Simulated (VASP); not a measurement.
# Co (P6_3/mmc) in VASP: notebook, part 2 of 2

VASP 6.6.1.

## (3) Single point, r2SCAN, collinear spin, antiferromagnetic start (10.26 Å³/atom)

This run uses another cell than the first one, of 10.26 Å³/atom.

File POSCAR:

```
Co
1.0
    2.3676501298      0.0000000000      0.0000000000
   -1.1838250649      2.0504451597      0.0000000000
    0.0000000000      0.0000000000      4.2275502368
Co
2
Direct
    0.3333333333      0.6666666667      0.2500000000
    0.6666666667      0.3333333333      0.7500000000
```

File INCAR.step1:

```
PREC     = Accurate       # precision mode
ENCUT    = 520            # plane-wave cutoff, eV
ISMEAR   = -1             # smearing method
SIGMA    = 0.05           # smearing width, eV
LREAL    = F              # projectors in reciprocal space
LASPH    = T              # aspherical terms in the spheres
NELM     = 150            # most SCF steps
ISPIN    = 2              # spin polarisation
MAGMOM   = 1.911 -1.911   # initial moments
LMAXMIX  = 4              # l up to which the mixer works
NBANDS   = 20             # bands
GGA      = PE             # functional
ALGO     = Normal         # electronic algorithm
EDIFF    = 1E-4           # SCF threshold, eV
LWAVE    = T              # write WAVECAR
LCHARG   = F              # write CHGCAR
```

File INCAR.step2:

```
PREC     = Accurate       # precision mode
ENCUT    = 520            # plane-wave cutoff, eV
EDIFF    = 1E-6           # SCF threshold, eV
ISMEAR   = -1             # smearing method
SIGMA    = 0.05           # smearing width, eV
LREAL    = F              # projectors in reciprocal space
LASPH    = T              # aspherical terms in the spheres
NELM     = 150            # most SCF steps
ALGO     = Normal         # electronic algorithm
ISIF     = 2              # what is computed and relaxed
LWAVE    = F              # write WAVECAR
LCHARG   = F              # write CHGCAR
ISPIN    = 2              # spin polarisation
MAGMOM   = 1.911 -1.911   # initial moments
LORBIT   = 11             # projections on sites
LMAXMIX  = 4              # l up to which the mixer works
METAGGA  = R2SCAN         # meta-GGA
LMIXTAU  = T            
NBANDS   = 20             # bands
ISTART   = 1
```

File KPOINTS:

```
Automatic mesh
0
Gamma
  24 24 12
```

Potentials or basis: VASP PAW PBE potentials, release 64 (Co).

The run is started by

```bash
$ cat potpaw_PBE.64/Co/POTCAR > POTCAR
$ cp INCAR.step1 INCAR
$ mpirun -np 1 vasp_std > vasp.out
$ cp INCAR.step2 INCAR
$ mpirun -np 1 vasp_std > vasp.out
```

OUTCAR:

```text
PREC = Accurate
   ENCUT = 520
   EDIFF = 1E-6
   ISMEAR = -1
   LREAL = F
   LASPH = T
   NELM = 150
   ISIF = 2
   ISPIN = 2
   LORBIT = 11
   METAGGA = R2SCAN
   ISTART = 1

 ion  position               nearest neighbor table
   1  0.333  0.667  0.250-   2 2.52   2 2.52   2 2.52   2 2.52   2 2.52   2 2.52
   2  0.667  0.333  0.750-   1 2.52   1 2.52   1 2.52   1 2.52   1 2.52   1 2.52

  LATTYP: Found a hexagonal cell.
 ALAT       =     2.3676501298
 C/A-ratio  =     1.7855468524

  Lattice vectors:
[... 1325 lines left out ...]
  external PRESSURE =     182.8549244 kB  Pullay stress =       0.0000000 kB

 VOLUME and BASIS-vectors are now :
 -----------------------------------------------------------------------------
  energy-cutoff  :      520.00
  volume of cell :       20.52
      direct lattice vectors                 reciprocal lattice vectors
     2.367650130  0.000000000  0.000000000     0.422359701  0.243849487  0.000000000
    -1.183825065  2.050445160  0.000000000     0.000000000  0.487698974  0.000000000
     0.000000000  0.000000000  4.227550237     0.000000000  0.000000000  0.236543611

 POSITION                                       TOTAL-FORCE (eV/Angst)
 -----------------------------------------------------------------------------------
     -0.00000      1.36696      1.05689        -0.000000      0.000000      0.000000
      1.18383      0.68348      3.17066         0.000000     -0.000000      0.000000
 -----------------------------------------------------------------------------------
    total drift:                                0.000000     -0.000000     -0.000000

  FREE ENERGIE OF THE ION-ELECTRON SYSTEM (eV)
  ---------------------------------------------------
  free  energy   TOTEN  =       -25.8420347365 eV

  energy  without entropy=      -25.8282369828  energy(sigma->0) =      -25.83513586

 total charge

# of ion       s       p       d       tot
------------------------------------------
    1        0.543   0.631   7.252   8.426
    2        0.543   0.631   7.252   8.426
--------------------------------------------------
tot          1.086   1.262  14.505  16.853

 magnetization (x)

# of ion       s       p       d       tot
------------------------------------------
    1       -0.002   0.002   1.753   1.752
    2        0.002  -0.002  -1.753  -1.752
--------------------------------------------------
tot          0.000   0.000   0.000   0.000
```

OUTCAR.step1:

```text
PREC = Accurate
   ENCUT = 520
   ISMEAR = -1
   LREAL = F
   LASPH = T
   NELM = 150
[... 1350 lines left out ...]
 -----------------------------------------------------------------------------------
     -0.00000      1.36696      1.05689         0.000000      0.000000      0.000000
      1.18383      0.68348      3.17066        -0.000000     -0.000000      0.000000
 -----------------------------------------------------------------------------------
    total drift:                               -0.000000     -0.000000     -0.000000

  FREE ENERGIE OF THE ION-ELECTRON SYSTEM (eV)
  ---------------------------------------------------
  free  energy   TOTEN  =       -13.5346024014 eV

  energy  without entropy=      -13.4943575782  energy(sigma->0) =      -13.51447999
```

Run time: 9.1 min. Hardware: 1 thread of Intel Xeon 6975P-C (Granite Rapids), shared host; peak memory 0.34 GiB.

What came out:

* Free energy: -25.8420 eV
* Pressure: 18.3 GPa
* Band gap on the k mesh: zero (filled and empty bands overlap)
* Net moment: 0.00 μB per cell
* Site moments: Co +1.75, -1.75 μB
* Valence electrons inside the program's atomic spheres: Co 8.43

Levels at points of the mesh, in eV from the Fermi level:
Spin up:
```csv
k point,band 7,band 8,band 9,band 10,band 11,band 12
"(0.00, 0.00, 0.00)",-2.33,-1.70,-1.02,-1.02,1.31,1.31
"(0.50, 0.00, 0.00)",-1.98,-0.93,1.00,1.56,1.71,4.19
"(0.00, 0.00, 0.50)",-2.41,-2.41,-0.88,-0.88,1.30,1.30
"(0.50, 0.00, 0.50)",-0.78,-0.57,0.68,1.48,1.56,1.92
```
Spin down:
| k point | band 7 | band 8 | band 9 | band 10 | band 11 | band 12 |
| --- | --- | --- | --- | --- | --- | --- |
| (0.00, 0.00, 0.00) | -2.33 | -1.70 | -1.02 | -1.02 | 1.31 | 1.31 |
| (0.50, 0.00, 0.00) | -1.98 | -0.93 | 1.00 | 1.56 | 1.71 | 4.19 |
| (0.00, 0.00, 0.50) | -2.41 | -2.41 | -0.88 | -0.88 | 1.30 | 1.30 |
| (0.50, 0.00, 0.50) | -0.78 | -0.57 | 0.68 | 1.48 | 1.56 | 1.92 |

Caveat: the stress differs along the axes, from 14 to 21 GPa; the antiferromagnetic order is the one typed at the start, and another may lie lower; the PAW data sets were made with another functional, which shifts forces and pressure a little.

## (4) Single point, r2SCAN, collinear spin, antiferromagnetic start (10.71 Å³/atom)

This run uses another cell than the first one, of 10.71 Å³/atom.

File POSCAR:

```
Co
1.0
    2.4014782734      0.0000000000      0.0000000000
   -1.2007391367      2.0797411914      0.0000000000
    0.0000000000      0.0000000000      4.2879519722
Co
2
Direct
    0.3333333333      0.6666666667      0.2500000000
    0.6666666667      0.3333333333      0.7500000000
```

File INCAR.step1:

```
SYSTEM = Co
  PREC = Accurate
  ENCUT = 520
  ISMEAR = -1
  SIGMA = 0.05
  LREAL = .FALSE.
  LASPH = .TRUE.
  NELM = 150
  ISPIN = 2
  MAGMOM = 1.911 -1.911
  LMAXMIX = 4
  NBANDS = 20
  GGA = PE
  ALGO = Normal
  EDIFF = 1E-4
  LWAVE = .TRUE.
  LCHARG = .FALSE.
```

File INCAR.step2:

```
SYSTEM = Co
  PREC = Accurate
  ENCUT = 520
  EDIFF = 1E-7
  ISMEAR = -1
  SIGMA = 0.05
  LREAL = .FALSE.
  LASPH = .TRUE.
  NELM = 150
  ALGO = Normal
  ISIF = 2
  LWAVE = .FALSE.
  LCHARG = .FALSE.
  ISPIN = 2
  MAGMOM = 1.911 -1.911
  LORBIT = 11
  LMAXMIX = 4
  METAGGA = R2SCAN
  LMIXTAU = .TRUE.
  NBANDS = 20
  ISTART = 1
```

File KPOINTS:

```
regular mesh
0
G
  24 24 12
  0 0 0
```

Potentials or basis: VASP PAW PBE potentials, release 64 (Co).

The run is started by

```bash
$ cat potpaw_PBE.64/Co/POTCAR > POTCAR
$ cp INCAR.step1 INCAR
$ mpirun -np 1 vasp_std > vasp.out
$ cp INCAR.step2 INCAR
$ mpirun -np 1 vasp_std > vasp.out
```

OUTCAR:

```text
SYSTEM = Co
   PREC = Accurate
   ENCUT = 520
   EDIFF = 1E-7
   ISMEAR = -1
   LREAL = .FALSE.
   LASPH = .TRUE.
   NELM = 150
   ISIF = 2
   ISPIN = 2
   LORBIT = 11
   METAGGA = R2SCAN
   ISTART = 1

 ion  position               nearest neighbor table
   1  0.333  0.667  0.250-   2 2.55   2 2.55   2 2.55   2 2.55   2 2.55   2 2.55
   2  0.667  0.333  0.750-   1 2.55   1 2.55   1 2.55   1 2.55   1 2.55   1 2.55

  LATTYP: Found a hexagonal cell.
 ALAT       =     2.4014782734
 C/A-ratio  =     1.7855468524

  Lattice vectors:

 A1 = (   2.4014782734,   0.0000000000,   0.0000000000)
 A2 = (  -1.2007391367,   2.0797411914,   0.0000000000)
 A3 = (   0.0000000000,   0.0000000000,   4.2879519722)

Analysis of symmetry for initial positions (statically):
=====================================================================
 Subroutine PRICEL returns:
 Original cell was already a primitive cell.

 Routine SETGRP: Setting up the symmetry group for a
 hexagonal supercell.

[... 756 lines left out ...]
      5       7.6484      1.00000
      6       8.1915      1.00000
[... 541 lines left out ...]
     19      35.4657      0.00000
     20      36.8977      0.00000

 [... further k-points ...]

------------------------ aborting loop because EDIFF is reached ----------------------------------------

  FORCE on cell =-STRESS in cart. coord.  units (eV):
  Direction    XX          YY          ZZ          XY          YZ          ZX
  --------------------------------------------------------------------------------------
  -------------------------------------------------------------------------------------
  Total        1.2111390      1.2111390      0.8457540     -0.0000000      0.0000000      0.0000000
  in kB       90.6080315     90.6080315     63.2727568     -0.0000000      0.0000000      0.0000000
  external PRESSURE =      81.4962733 kB  Pullay stress =       0.0000000 kB

 VOLUME and BASIS-vectors are now :
 -----------------------------------------------------------------------------
  energy-cutoff  :      520.00
  volume of cell :       21.42
      direct lattice vectors                 reciprocal lattice vectors
     2.401478273  0.000000000  0.000000000     0.416410180  0.240414529  0.000000000
    -1.200739137  2.079741191  0.000000000     0.000000000  0.480829059  0.000000000
     0.000000000  0.000000000  4.287951972     0.000000000  0.000000000  0.233211567

 POSITION                                       TOTAL-FORCE (eV/Angst)
 -----------------------------------------------------------------------------------
     -0.00000      1.38649      1.07199        -0.000000      0.000000      0.000000
      1.20074      0.69325      3.21596         0.000000     -0.000000      0.000000
 -----------------------------------------------------------------------------------
    total drift:                                0.000000     -0.000000     -0.000000

  FREE ENERGIE OF THE ION-ELECTRON SYSTEM (eV)
  ---------------------------------------------------
  free  energy   TOTEN  =       -25.9148638959 eV

  energy  without entropy=      -25.9027752762  energy(sigma->0) =      -25.90881959

 total charge

# of ion       s       p       d       tot
------------------------------------------
    1        0.524   0.593   7.217   8.334
    2        0.524   0.593   7.217   8.334
--------------------------------------------------
tot          1.049   1.186  14.434  16.669

 magnetization (x)

# of ion       s       p       d       tot
------------------------------------------
    1       -0.002   0.000   1.826   1.824
    2        0.002  -0.000  -1.826  -1.824
--------------------------------------------------
tot          0.000   0.000   0.000   0.000
```

OSZICAR.step1:

```text
N       E                     dE             d eps       ncg     rms          rms(c)
DAV:   1     0.850731395448E+02    0.85073E+02   -0.80670E+03 36056   0.123E+03
DAV:   2    -0.113276353177E+02   -0.96401E+02   -0.86919E+02 34584   0.217E+02
DAV:   3    -0.158178435617E+02   -0.44902E+01   -0.43090E+01 38808   0.566E+01
DAV:   4    -0.158856701941E+02   -0.67827E-01   -0.67767E-01 42016   0.613E+00
DAV:   5    -0.158876816904E+02   -0.20115E-02   -0.20114E-02 39924   0.102E+00    0.150E+01
DAV:   6    -0.139956655686E+02    0.18920E+01   -0.69135E+00 38600   0.565E+01    0.659E+00
DAV:   7    -0.136053410078E+02    0.39032E+00   -0.12090E+00 38592   0.206E+01    0.323E+00
DAV:   8    -0.135790483796E+02    0.26293E-01   -0.15955E-02 49304   0.141E+00    0.141E+00
DAV:   9    -0.135672308469E+02    0.11818E-01   -0.22406E-03 57684   0.868E-01    0.370E-01
DAV:  10    -0.135657482632E+02    0.14826E-02   -0.45780E-04 46896   0.207E-01    0.739E-02
DAV:  11    -0.135657627398E+02   -0.14477E-04   -0.37543E-05 20592   0.719E-02
   1 F= -.13565763E+02 E0= -.13548570E+02  d E =-.343851E-01  mag=    -0.0000
```

Wall time 9.5 min (1 thread of Intel Xeon 6975P-C (Granite Rapids), shared host); peak memory 0.35 GiB.

Results:

```
Free energy                                           : -25.9149 eV
Pressure                                              : 8.1 GPa
Band gap on the k mesh                                : zero (filled and empty bands overlap)
Net moment                                            : 0.00 μB per cell
Site moments                                          : Co +1.82, -1.82 μB
Valence electrons inside the program's atomic spheres : Co 8.33
```

Stress tensor (GPa, compression positive):
```
9.06 0.00 0.00
0.00 9.06 0.00
0.00 0.00 6.33
```

Caveat: the cell stands under pressure; the antiferromagnetic order is the one typed at the start, and another may lie lower; the PAW data sets were made with another functional, which shifts forces and pressure a little.
